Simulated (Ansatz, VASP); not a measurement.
## One calculation of BN, two programs

POSCAR

```
BN
1.0
    0.0000000000      1.8048245542      1.8048245542
    1.8048245542      0.0000000000      1.8048245542
    1.8048245542      1.8048245542      0.0000000000
B N
1 1
Direct
    0.0000000000      0.0000000000      0.0000000000
    0.2500000000      0.2500000000      0.2500000000
```

File INCAR.step1:

```
SYSTEM = BN
PREC = Accurate ; ENCUT = 520
EDIFF = 1E-5 ; ISMEAR = 0
SIGMA = 0.01 ; LREAL = .False.
LASPH = .True. ; NELM = 60
ALGO = Normal ; ISIF = 2
LWAVE = .True. ; LCHARG = .False.
GGA = PE ; NBANDS = 11
```

Contents of INCAR.step2:

```
SYSTEM = BN
PREC = Accurate ; ENCUT = 520
EDIFF = 1E-6 ; ISMEAR = 0
SIGMA = 0.01 ; LREAL = .False.
LASPH = .True. ; NELM = 60
ALGO = Normal ; ISIF = 2
LWAVE = .False. ; LCHARG = .False.
GGA = PE ; LHFCALC = .True.
AEXX = 1.0 ; HFSCREEN = 0.5
PRECFOCK = Normal ; ISTART = 1
NBANDS = 11 ; ALDAC = 1.0
AGGAC = 1.0
```

KPOINTS

```
regular mesh
0
Gamma
  6 6 6
  0 0 0
```

Input for Ansatz:

```yaml
crystal:
  lattice:
    - [0.0, 1.8048245542, 1.8048245542]
    - [1.8048245542, 0.0, 1.8048245542]
    - [1.8048245542, 1.8048245542, 0.0]
  atoms:
    - { symbol: B, position: [0.0, 0.0, 0.0] }
    - { symbol: "N", position: [0.25, 0.25, 0.25] }
kpoints:
  mp_grid: { grid: [6, 6, 6] }
hamiltonian:
  xc: { exchange: pbe, correlation: pbe, exx: { coeff: 1.0, omega: 0.5 } }
scf:
  occupations: { method: fixed }
  n_extra_bands: 4
output:
  forces: true
  stress: true
  eigenvalues: true
```

Alike in both runs: task single point; functional PBE-based screened hybrid with a share of 1.0 of exact exchange and HFSCREEN = 0.5; k mesh 6 × 6 × 6; no spin polarisation.

|  | VASP | Ansatz |
| --- | --- | --- |
| version | VASP 6.6.1 | Ansatz 0.2.0 |
| potentials or method | VASP PAW PBE potentials, release 64 (B, N) | plane waves |
| plane-wave cutoff (eV) | 520 | 420 |
| occupations | gaussian, width 0.01 eV | fixed |
| valence electrons in the cell | 8 | 8 |

VASP gave:

- gap on the k mesh at the Fermi level (eV): 7.45
- pressure (GPa): -23.5

What did Ansatz give for the same quantities?

gap on the k mesh at the Fermi level (eV): 7.48; pressure (GPa): -24.2.

VASP's potentials were made for PBE, not for PBE-based screened hybrid. Ansatz's warnings: stress exchange threshold loose, stress scf threshold loose.

The k mesh is coarse, so the values compare programs but aren't converged.
